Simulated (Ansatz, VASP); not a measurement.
# Two plane-wave programs on Sb

```xyz
1
Lattice="3.1600 0.0000 0.0000 0.0000 3.1600 0.0000 0.0000 0.0000 3.1600" Properties=species:S:1:pos:R:3 pbc="T T T"
Sb    0.0000    0.0000    0.0000
```

Alike in both runs: task single point; functional PBE-based screened hybrid; k mesh 4 × 4 × 4; occupations fermi-dirac, width 0.05 eV; no spin polarisation.

```csv
,VASP,Ansatz
version,VASP 6.6.1,Ansatz 0.2.0
potentials or method,"VASP PAW PBE potentials, release 64 (Sb)",Ansatz PAW
plane-wave cutoff (eV),520,420
valence electrons in the cell,5,15
```

VASP gave:

- gap on the k mesh at the Fermi level (eV): none
- pressure (GPa): -11.1

Q: What did Ansatz give for the same quantities?

A: gap on the k mesh at the Fermi level (eV): none; pressure (GPa): -7.8.

VASP's potentials were made for PBE, not for PBE-based screened hybrid. A gap of «none» marks a metal or a gap that the smearing closes. With one functional, cell and mesh, what is left measures potentials, basis and numerics. VASP's potentials hold 5 valence electrons a cell and Ansatz's 15, so a difference there can come from the potentials and not from the codes.

The k mesh is coarse, so the values compare programs but aren't converged. Neither program's run includes spin-orbit coupling.
